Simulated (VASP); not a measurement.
Here is a VASP 6.6.1 calculation.

INCAR

```
SYSTEM = CdF2
PREC     = Accurate       ! precision mode
ENCUT    = 520            ! plane-wave cutoff, eV
EDIFF    = 1E-7           ! SCF threshold, eV
ISMEAR   = 0              ! smearing method
SIGMA    = 0.05           ! smearing width, eV
LREAL    = .False.        ! projectors in reciprocal space
LASPH    = .True.         ! aspherical terms in the spheres
NELM     = 100            ! most SCF steps
ALGO     = Normal         ! electronic algorithm
ISIF     = 2              ! what is computed and relaxed
LWAVE    = .False.        ! write WAVECAR
LCHARG   = .False.        ! write CHGCAR
GGA      = PS             ! functional
NBANDS   = 20             ! bands
```

Contents of KPOINTS:

```
regular mesh
0
Gamma
  8 8 8
  0 0 0
```

POSCAR

```
CdF2
1.0
    0.0000000000      2.8179684767      2.6533991176
    2.8179684767      0.0000000000      2.6533991176
    2.8179684767      2.8179684767      0.0000000000
Cd F
1 2
Direct
    0.0000000000      0.0000000000      0.0000000000
    0.2500000000      0.2500000000      0.2500000000
    0.7500000000      0.7500000000      0.7500000000
```

Potentials or basis: VASP PAW PBE potentials, release 64 (Cd, F).

Run with:

```console
$ cat potpaw_PBE.64/Cd/POTCAR potpaw_PBE.64/F/POTCAR > POTCAR
$ mpirun -np 1 vasp_std > vasp.out
```

Q: Predict the pressure.

A: -6.5 GPa.

Q: Estimate the band gap on the k mesh.

A: 2.52 eV, indirect (least direct gap 3.10 eV).

Stress tensor (GPa, compression positive):
```
-8.58  0.00  0.00
 0.00 -8.58  0.00
 0.00  0.00 -2.28
```

Caveat: the PAW data sets were made with another functional, which shifts forces and pressure a little. A k mesh can miss the band edges.
